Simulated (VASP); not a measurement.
The system is BePd.

```xyz
2
Lattice="2.8130 0.0000 0.0000 0.0000 2.8130 0.0000 0.0000 0.0000 2.8130" Properties=species:S:1:pos:R:3 pbc="T T T"
Be    0.0000    0.0000    0.0000
Pd    1.4065    1.4065    1.4065
```

| Property | Result |
| --- | --- |
| Program | VASP 6.6.1 |
| Task | relaxation of volume and atoms at fixed shape |
| Functional | LDA |
| Potentials or basis | VASP PAW LDA potentials, release 64 (Be, Pd) |
| Cutoff | 600 eV |
| k mesh | 9 × 9 × 9 |
| Occupations | fermi-dirac, width 0.05 eV |
| Spin | no spin polarisation |

At the start: pressure -7.6 GPa; volume 11.13 Å³/atom.

Q: How do energy, volume and symmetry change on relaxing?

A: Over 3 steps the energy falls by 10.8 meV/atom and the volume is 10.69 Å³/atom (-3.9 %); space group Pm-3m (No. 221, to 0.05 Å).

Step by step:
```
step  energy change (eV)  largest force (eV/Å)  pressure (GPa)  volume (Å³)
   1              0.0000                0.0000           -7.60        22.26
   2             -0.0019                0.0000            8.36        20.60
   3             -0.0216                0.0000           -0.04        21.39
```

Final structure:
```xyz
2
Lattice="2.7758 0.0000 0.0000 0.0000 2.7758 0.0000 0.0000 0.0000 2.7758" Properties=species:S:1:pos:R:3 pbc="T T T"
Be    0.0000    0.0000    0.0000
Pd    1.3879    1.3879    1.3879
```
